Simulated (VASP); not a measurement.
Here is a VASP 6.6.1 calculation.

The input INCAR:

```
PREC = Accurate
ENCUT = 520
EDIFF = 1E-6
ISMEAR = -1
SIGMA = 0.052
LREAL = Auto
LASPH = T
NELM = 80
ALGO = Normal
ISIF = 2
LWAVE = F
LCHARG = F
GGA = PS
NBANDS = 78
```

KPOINTS

```
Automatic mesh
0
Gamma
  2 2 2
```

Contents of POSCAR:

```
RbBr
1.0
    0.0000000000      6.9216640948      6.9216640948
    6.9216640948      0.0000000000      6.9216640948
    6.9216640948      6.9216640948      0.0000000000
Rb Br
8 8
Direct
    0.0017378046     -0.0019224423      0.0018270895
   -0.0034385517     -0.0111859661      0.5065383775
    0.0010011321      0.4950496662      0.0101593344
   -0.0013950402      0.4973724458      0.4972086124
    0.5068976119     -0.0024946313      0.0088754668
    0.4969244322      0.0108774420      0.4920182421
    0.4951424907      0.5044768068     -0.0006443537
    0.5073340676      0.5034844153      0.4959986432
    0.2465951073      0.2470871855      0.2600389842
    0.2540181777      0.2507422314      0.7443098118
    0.2445424939      0.7581189911      0.2469010308
    0.2542170461      0.7463369978      0.7498287881
    0.7643813579      0.2354711205      0.2513846347
    0.7391126512      0.2544800608      0.7475825797
    0.7445450876      0.7611814049      0.2391014613
    0.7480912724      0.7512267901      0.7480370947
```

Potentials or basis: VASP PAW PBE potentials, release 64 (Rb_sv, Br).

Launch:

```sh
$ cat potpaw_PBE.64/Rb_sv/POTCAR potpaw_PBE.64/Br/POTCAR > POTCAR
$ mpirun -np 1 vasp_std > vasp.out
```

Question: What does it give for the pressure?

Answer: -0.3 GPa.

Question: What does it give for the band gap on the k mesh?

Answer: 4.12 eV.

Question: Estimate the largest force.

Answer: 0.304 eV/Å.

Forces on the atoms (eV/Å):
```
Rb  -0.055 -0.077  0.082
Rb   0.052  0.045  0.068
Rb  -0.109 -0.086  0.031
Rb   0.107  0.030  0.015
Rb  -0.048 -0.296 -0.050
Rb   0.009  0.146 -0.061
Rb  -0.014  0.067  0.026
Rb  -0.022 -0.089 -0.106
Br  -0.038 -0.079  0.025
Br   0.067  0.005  0.000
Br  -0.076  0.098 -0.031
Br   0.024 -0.026 -0.010
Br   0.112 -0.138  0.031
Br   0.000  0.123  0.076
Br  -0.006  0.237 -0.023
Br  -0.003  0.041 -0.073
```

Caveat: the atoms stand as in a frame of molecular dynamics; the PAW data sets were made with another functional, which shifts forces and pressure a little. Expect the measured gap to be larger: semilocal functionals such as PBEsol lack the derivative discontinuity.
